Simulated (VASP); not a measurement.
# CdS (P6_3/mmc) in VASP: notebook

CdS is run at these levels: PBE, PBEsol; tasks: dielectric tensor, vibrations by perturbation theory.

Everything below comes from runs of VASP 6.6.1. Logs are shortened: lines on timing, memory, paths and dates and some standing lists are left out, and cuts for length are marked.

**1. The cell of the first run**

It takes space group P6_3/mmc (No. 194, hexagonal). Conventional cell: a = 4.409 Å, b = 4.409 Å, c = 5.748 Å, α = 90.00°, β = 90.00°, γ = 120.00°. Cd (site symmetry -6m2) has 5 S at 2.55 to 2.87 Å within 3.4 Å. Within 3.4 Å of S (site symmetry -6m2) lie 5 Cd at 2.55 to 2.87 Å.

**2. Dielectric tensor, PBE**

Contents of INCAR:

```
SYSTEM = CdS
  PREC = Accurate
  ENCUT = 520
  EDIFF = 1E-8
  ISMEAR = 0
  SIGMA = 0.01
  LREAL = .False.
  LASPH = .True.
  NELM = 60
  ALGO = Normal
  ISIF = 2
  LWAVE = .False.
  LCHARG = .False.
  GGA = PE
  LEPSILON = .True.
```

Contents of KPOINTS:

```
regular mesh
0
Gamma
  6 6 4
  0 0 0
```

Contents of POSCAR:

```
CdS
1.0
    4.4085296518      0.0000000000      0.0000000000
   -2.2042648259      3.8178986718      0.0000000000
    0.0000000000      0.0000000000      5.7481182114
Cd S
2 2
Direct
    0.3333333333      0.6666666667      0.2500000000
    0.6666666667      0.3333333333      0.7500000000
    0.6666666667      0.3333333333      0.2500000000
    0.3333333333      0.6666666667      0.7500000000
```

Potentials or basis: VASP PAW PBE potentials, release 64 (Cd, S).

Run with:

```
cat potpaw_PBE.64/Cd/POTCAR potpaw_PBE.64/S/POTCAR > POTCAR
mpirun -np 1 vasp_std > vasp.out
```

OUTCAR:

```text
SYSTEM = CdS
   PREC = Accurate
   ENCUT = 520
   EDIFF = 1E-8
   ISMEAR = 0
   LREAL = .False.
   LASPH = .True.
   NELM = 60
   ISIF = 2
   GGA = PE
   LEPSILON = .True.

 ion  position               nearest neighbor table
   1  0.333  0.667  0.250-   3 2.55   3 2.55   3 2.55   4 2.87   4 2.87
   2  0.667  0.333  0.750-   4 2.55   4 2.55   4 2.55   3 2.87   3 2.87
   3  0.667  0.333  0.250-   1 2.55   1 2.55   1 2.55   2 2.87   2 2.87
   4  0.333  0.667  0.750-   2 2.55   2 2.55   2 2.55   1 2.87   1 2.87

  LATTYP: Found a hexagonal cell.
 ALAT       =     4.4085296518
 C/A-ratio  =     1.3038628898

  Lattice vectors:

 A1 = (   4.4085296518,   0.0000000000,   0.0000000000)
 A2 = (  -2.2042648259,   3.8178986718,   0.0000000000)
 A3 = (   0.0000000000,   0.0000000000,   5.7481182114)

Analysis of symmetry for initial positions (statically):
=====================================================================
 Subroutine PRICEL returns:
 Original cell was already a primitive cell.

 Routine SETGRP: Setting up the symmetry group for a
 hexagonal supercell.

 Subroutine GETGRP returns: Found 24 space group operations
 (whereof 12 operations were pure point group operations)
 out of a pool of 24 trial point group operations.

The static configuration has the point symmetry D_3d.
 The point group associated with its full space group is D_6h.

Analysis of symmetry for dynamics (positions and initial velocities):
=====================================================================
 Subroutine PRICEL returns:
 Original cell was already a primitive cell.

 Routine SETGRP: Setting up the symmetry group for a
 hexagonal supercell.

 Subroutine GETGRP returns: Found 24 space group operations
 (whereof 12 operations were pure point group operations)
 out of a pool of 24 trial point group operations.

The dynamic configuration has the point symmetry D_3d.
 The point group associated with its full space group is D_6h.

 Subroutine INISYM returns: Found 24 space group operations
 (whereof 12 operations are pure point group operations),
 and found     1 'primitive' translations

----------------------------------------------------------------------------------------

                                     Primitive cell

  volume of cell :      96.7484

  direct lattice vectors                    reciprocal lattice vectors
     4.408529652  0.000000000  0.000000000     0.226832999  0.130962093  0.000000000
    -2.204264826  3.817898672  0.000000000     0.000000000  0.261924186  0.000000000
     0.000000000  0.000000000  5.748118211     0.000000000  0.000000000  0.173969978

  length of vectors
     4.408529652  4.408529652  5.748118211     0.261924186  0.261924186  0.173969978

  position of ions in fractional coordinates (direct lattice)
     0.333333333  0.666666667  0.250000000
     0.666666667  0.333333333  0.750000000
     0.666666667  0.333333333  0.250000000
     0.333333333  0.666666667  0.750000000

  ion indices of the primitive-cell ions
   primitive index   ion index
                 1           1
                 2           2
                 3           3
                 4           4

----------------------------------------------------------------------------------------

 KPOINTS: regular mesh

Automatic generation of k-mesh.
 Grid dimensions read from file:
 generate k-points for:    6    6    4

 Generating k-lattice:

  Cartesian coordinates                     Fractional coordinates (reciprocal lattice)
     0.037805500  0.021827015  0.000000000     0.166666667  0.000000000  0.000000000
     0.000000000  0.043654031  0.000000000     0.000000000  0.166666667  0.000000000
     0.000000000  0.000000000  0.043492495     0.000000000  0.000000000  0.250000000

  Length of vectors
     0.043654031  0.043654031  0.043492495

  Shift w.r.t. Gamma in fractional coordinates (k-lattice)
     0.000000000  0.000000000  0.000000000

 Subroutine IBZKPT returns following result:
 ===========================================

 Found     21 irreducible k-points:

 Following reciprocal coordinates:
            Coordinates               Weight
  0.000000  0.000000  0.000000      1.000000
  0.166667 -0.000000  0.000000      6.000000
  0.333333  0.000000  0.000000      6.000000
  0.500000  0.000000  0.000000      3.000000
  0.166667  0.166667  0.000000      6.000000
  0.333333  0.166667  0.000000     12.000000
[... 13 lines left out ...]
  0.333333  0.166667  0.500000     12.000000
  0.333333  0.333333  0.500000      2.000000
   k-points           NKPTS =     21   k-points in BZ     NKDIM =     21   number of bands    NBANDS=     22
[... 17 lines left out ...]
   EDIFF  = 0.1E-07   stopping-criterion for ELM
   LREAL  =      F    real-space projection
   EDIFFG = 0.1E-06   stopping-criterion for IOM
   NSW    =      0    number of steps for IOM
   IBRION =     -1    ionic relax: 0-MD 1-quasi-New 2-CG
   NFREE  =      0    steps in history (QN), initial steepest desc. (CG)
   ISIF   =      2    stress and relaxation
   ISYM   =      2    0-nonsym 1-usesym 2-fastsym
   POTIM  = 0.5000    time-step for ionic-motion
   TEBEG  =    0.0;   TEEND  =   0.0 temperature during run
   PSTRESS=    0.0 pullay stress
   NELECT =      36.0000    total number of electrons
   NUPDOWN=      -1.0000    fix difference up-down
   EMIN   =  10.00;   EMAX   =-10.00  energy-range for DOS
   EFERMI =   0.00;   METHOD = LEGACY
   ISMEAR =     0;   SIGMA  =   0.01  broadening in eV -4-tet -1-fermi 0-gaus
   EFERMI_NEDOS =   21; number of points for ismear=-14 and -15
   IALGO  =     38    algorithm
   IMIX   =      4    mixing-type and parameters
     AMIX     =   0.40;   BMIX     =  1.00
     AMIX_MAG =   1.60;   BMIX_MAG =  1.00
  volume/ion in A,a.u.               =      24.19       163.22
  Fermi-wavevector in a.u.,A,eV,Ry     =   1.177500  2.225153 18.864574  1.386507
  Thomas-Fermi vector in A             =   2.313846
   LORBIT       =      0    0 simple, 1 ext, 2 COOP (PROOUT), +10 PAW based schemes
   GGA     = PE    functional components
   LHFCALC =     F    Hartree Fock is set to
   AEXX    =    0.0000 exact exchange contribution
   IVDW    =     0    specifies the selected vdW correction
   LEPSILON=     T    determine dielectric tensor
   LRPA    =     F    only Hartree local field effects (RPA)
 non-spin polarized calculation
 Gauss-broadening in eV      SIGMA  =   0.01
  energy-cutoff  :      520.00
  volume of cell :       96.75
 maximum number of plane-waves:      2631
 NGX is ok and might be reduce to    36
   NGX = 17   NGY = 17   NGZ = 21

--------------------------------------- Ionic step        1  -------------------------------------------

 number of electron      36.0000001 magnetization

 E-fermi :   1.6544     XC(G=0):  -9.2928

 val. band max:        1.5734436767   @ k =   0.3333   0.3333   0.5000
 cond. band min:       2.5637261434   @ k =   0.0000   0.0000   0.0000
 fundamental gap:      0.9902824668
 Fermi energy:         1.6543541825

 k-point     1 :       0.0000    0.0000    0.0000
  band No.  band energies     occupation
      1     -10.8511      2.00000
      2     -10.1564      2.00000
      3      -6.2307      2.00000
      4      -6.2307      2.00000
      5      -6.2176      2.00000
      6      -6.2176      2.00000
[... 514 lines left out ...]
     21       7.2380      0.00000
     22       7.2380      0.00000

  FORCE on cell =-STRESS in cart. coord.  units (eV):
  Direction    XX          YY          ZZ          XY          YZ          ZX
  --------------------------------------------------------------------------------------
  -------------------------------------------------------------------------------------
  Total        1.1068483      1.1068483      1.0384926      0.0000000      0.0000000      0.0000000
  in kB       18.3296771     18.3296771     17.1976913      0.0000000      0.0000000      0.0000000
  external PRESSURE =      17.9523485 kB  Pullay stress =       0.0000000 kB

 VOLUME and BASIS-vectors are now :
 -----------------------------------------------------------------------------
  energy-cutoff  :      520.00
  volume of cell :       96.75
      direct lattice vectors                 reciprocal lattice vectors
     4.408529652  0.000000000  0.000000000     0.226832999  0.130962093  0.000000000
    -2.204264826  3.817898672  0.000000000     0.000000000  0.261924186  0.000000000
     0.000000000  0.000000000  5.748118211     0.000000000  0.000000000  0.173969978

 POSITION                                       TOTAL-FORCE (eV/Angst)
 -----------------------------------------------------------------------------------
     -0.00000      2.54527      1.43703        -0.000000      0.000000     -0.000000
      2.20426      1.27263      4.31109         0.000000      0.000000      0.000000
      2.20426      1.27263      1.43703         0.000000     -0.000000      0.000000
     -0.00000      2.54527      4.31109        -0.000000      0.000000      0.000000
 -----------------------------------------------------------------------------------
    total drift:                               -0.000000      0.000000      0.000000

  FREE ENERGIE OF THE ION-ELECTRON SYSTEM (eV)
  ---------------------------------------------------
  free  energy   TOTEN  =       -11.9188483899 eV

  energy  without entropy=      -11.9188483899  energy(sigma->0) =      -11.91884839

 HEAD OF MICROSCOPIC STATIC DIELECTRIC TENSOR (INDEPENDENT PARTICLE, excluding Hartree and local field effects)
 ------------------------------------------------------
           7.596397     0.000000     0.000000
           0.000000     7.596397     0.000000
           0.000000     0.000000     7.527051
 ------------------------------------------------------

 Free energy of the ion-electron system (eV)
  ---------------------------------------------------
  ---------------------------------------------------
  free energy    TOTEN  =        -1.76808513 eV

  energy without entropy =       -1.76808513

------------------------ aborting loop because EDIFF is reached ----------------------------------------

--------------------------------------- Ionic step        2  -------------------------------------------

------------------------ aborting loop because EDIFF is reached ----------------------------------------

--------------------------------------- Ionic step        3  -------------------------------------------

 Free energy of the ion-electron system (eV)
  ---------------------------------------------------
  ---------------------------------------------------
  free energy    TOTEN  =        -1.80109823 eV

  energy without entropy =       -1.80109823

------------------------ aborting loop because EDIFF is reached ----------------------------------------

 PIEZOELECTRIC TENSOR FIELD DIRECTION 3  (e Angst)
 -----------------------------------------------------------------------------
     0.00747  0.00000 -0.00000           (  0.00001  0.00000 -0.00000)
     0.00000  0.00747  0.00000           (  0.00000  0.00001  0.00000)
    -0.00000  0.00000 -0.00820           ( -0.00000  0.00000  0.00013)

 PIEZOELECTRIC TENSOR FIELD DIRECTION 3  (C/m^2)
 -----------------------------------------------------------------------------
     0.00124  0.00000 -0.00000
     0.00000  0.00124  0.00000
    -0.00000  0.00000 -0.00136

 MACROSCOPIC STATIC DIELECTRIC TENSOR (including local field effects in DFT)
 ------------------------------------------------------
           7.170161     0.000000     0.000000
           0.000000     7.170161     0.000000
           0.000000    -0.000000     7.283402
 ------------------------------------------------------

 PIEZOELECTRIC TENSOR (including local field effects)  for field in x, y, z        (e  Angst)
          XX          YY          ZZ          XY          YZ          ZX
  --------------------------------------------------------------------------------
  x     0.00000     0.00000     0.00000     0.00000     0.00000     0.00000
  y     0.00000     0.00000     0.00000     0.00000     0.00000     0.00000
  z     0.00000     0.00000     0.00000     0.00000     0.00000     0.00000

 PIEZOELECTRIC TENSOR (including local field effects)  for field in x, y, z        (C/m^2)
          XX          YY          ZZ          XY          YZ          ZX
  --------------------------------------------------------------------------------
  x     0.00000     0.00000     0.00000     0.00000     0.00000     0.00000
  y     0.00000     0.00000     0.00000     0.00000     0.00000     0.00000
  z     0.00000     0.00000     0.00000     0.00000     0.00000     0.00000

 BORN EFFECTIVE CHARGES (including local field effects) (in |e|, cummulative output)
 ---------------------------------------------------------------------------------
 ion    1
    1     2.35759     0.00000     0.00000
    2     0.00000     2.35759     0.00000
    3     0.00000     0.00000     2.77800
 ion    2
    1     2.35759     0.00000     0.00000
    2     0.00000     2.35759     0.00000
    3    -0.00000     0.00000     2.77800
 ion    3
    1    -2.35759     0.00000     0.00000
    2     0.00000    -2.35759     0.00000
    3    -0.00000     0.00000    -2.77800
 ion    4
    1    -2.35759     0.00000     0.00000
    2     0.00000    -2.35759     0.00000
    3     0.00000     0.00000    -2.77800
```

Wall time 3.8 min (1 thread of Intel Xeon 6975P-C (Granite Rapids), shared host); peak memory 0.42 GiB.

What came out:

| Item | Value |
| --- | --- |
| Band gap on the k mesh | 0.99 eV (least direct gap 1.26 eV) |
| Electronic dielectric tensor (diagonal) | 7.17, 7.17, 7.28 |
| Born charges (mean of the diagonal) | Cd +2.50; S -2.50 e |

Electronic dielectric tensor:
```
7.17 0.00 0.00
0.00 7.17 0.00
0.00 0.00 7.28
```

Born effective charge tensors (e):
atom 1, Cd
```
2.36 0.00 0.00
0.00 2.36 0.00
0.00 0.00 2.78
```
atom 2, Cd
```
2.36 0.00 0.00
0.00 2.36 0.00
0.00 0.00 2.78
```
atom 3, S
```
-2.36  0.00  0.00
 0.00 -2.36  0.00
 0.00  0.00 -2.78
```
atom 4, S
```
-2.36  0.00  0.00
 0.00 -2.36  0.00
 0.00  0.00 -2.78
```

A k mesh can miss the band edges.

[end of part 1 of 2]
